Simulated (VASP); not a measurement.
**Mg12CO12F4: single point with PBE**

The system is Mg12CO12F4.

```xyz
29
Lattice="5.6059 0.0000 0.0000 2.8030 4.8549 0.0000 0.0000 0.0000 16.7215" Properties=species:S:1:pos:R:3 pbc="T T T"
Mg    0.0000    0.0000    1.0000
Mg    1.4015    2.4274    1.0000
Mg    2.8030    0.0000    1.0000
Mg    4.2045    2.4274    1.0000
Mg    5.6027    3.2389    3.5477
Mg    4.2046    0.8088    3.5454
Mg    2.8060    3.2393    3.5476
Mg    1.4011    0.8052    3.5475
Mg    2.8032    1.6186    6.0525
Mg    4.2041    4.0464    6.1600
Mg    5.6048    1.6182    6.0597
Mg    7.0070    4.0476    6.0678
O     4.2045    4.0457    2.1443
O     2.8030    1.6183    2.1443
O     7.0074    4.0457    2.1443
O     5.6059    1.6183    2.1443
O     1.4011    2.4279    4.6619
O     0.0011   -0.0007    4.6829
O     4.2044    2.4294    4.6793
O     2.8015   -0.0009    4.6812
O     4.1999    0.8176    7.2040
O     5.6486    3.2081    7.2220
O     1.4044    0.8673    7.2192
O     2.7587    3.2043    7.2204
C     3.8736    1.2133   11.1074
F     3.5031    2.3939   10.6231
F     3.0576    0.2568   10.6744
F     5.1292    0.9427   10.7585
F     3.8039    1.2598   12.4672
```

```yaml
Program: VASP 6.6.1
Task: single point
Functional: PBE
Potentials_or_basis: VASP PAW PBE potentials, release 64 (Mg, O, C, F)
Cutoff: 520 eV
k_mesh: 2 × 2 × 1
Occupations: gaussian, width 0.05 eV
Spin: no spin polarisation
```

The largest force is 0.452 eV/Å. The band gap on the k mesh is zero (bands 64 and 65 overlap by 0.37 eV).

Forces in eV/Å, atoms in the order of the input:
```
Mg   0.002 -0.001 -0.388
Mg  -0.001  0.001 -0.367
Mg  -0.002 -0.002 -0.387
Mg   0.000  0.003 -0.386
Mg   0.000  0.000 -0.037
Mg   0.000  0.001 -0.038
Mg   0.000  0.000 -0.038
Mg  -0.001  0.000 -0.038
Mg   0.000  0.000 -0.043
Mg   0.000  0.000 -0.049
Mg   0.000  0.000 -0.042
Mg   0.000 -0.001 -0.046
O   -0.002  0.004  0.452
O    0.017 -0.011  0.418
O    0.001  0.024  0.426
O   -0.018 -0.013  0.422
O    0.000  0.000  0.037
O   -0.001  0.001  0.038
O    0.000 -0.001  0.036
O    0.001  0.001  0.038
O    0.000 -0.002 -0.005
O   -0.003  0.001  0.000
O    0.001 -0.003 -0.001
O    0.002  0.001  0.000
C    0.002 -0.003  0.030
F   -0.117  0.375 -0.149
F   -0.257 -0.300 -0.132
F    0.396 -0.084 -0.104
F   -0.018  0.009  0.354
```

Levels at points of the mesh, in eV from the Fermi level:
```
           k point  band 62  band 63  band 64  band 65  band 66  band 67
(0.00, 0.00, 0.00)    -0.28    -0.27     0.37     0.37     2.69     2.69
(0.50, 0.00, 0.00)    -0.47    -0.05    -0.04     0.00     0.07     2.19
(0.50, 0.50, 0.00)    -0.47    -0.05    -0.04     0.00     0.08     2.19
(0.00, 0.50, 0.00)    -0.47    -0.05    -0.04    -0.01     0.09     2.19
```

It took 7.2 min on 1 thread of Intel(R) Xeon(R) Platinum 8488C (Sapphire Rapids), on a shared host, peak memory 0.55 GiB.

Caveat: the k points lie up to 0.65 Å⁻¹ apart.
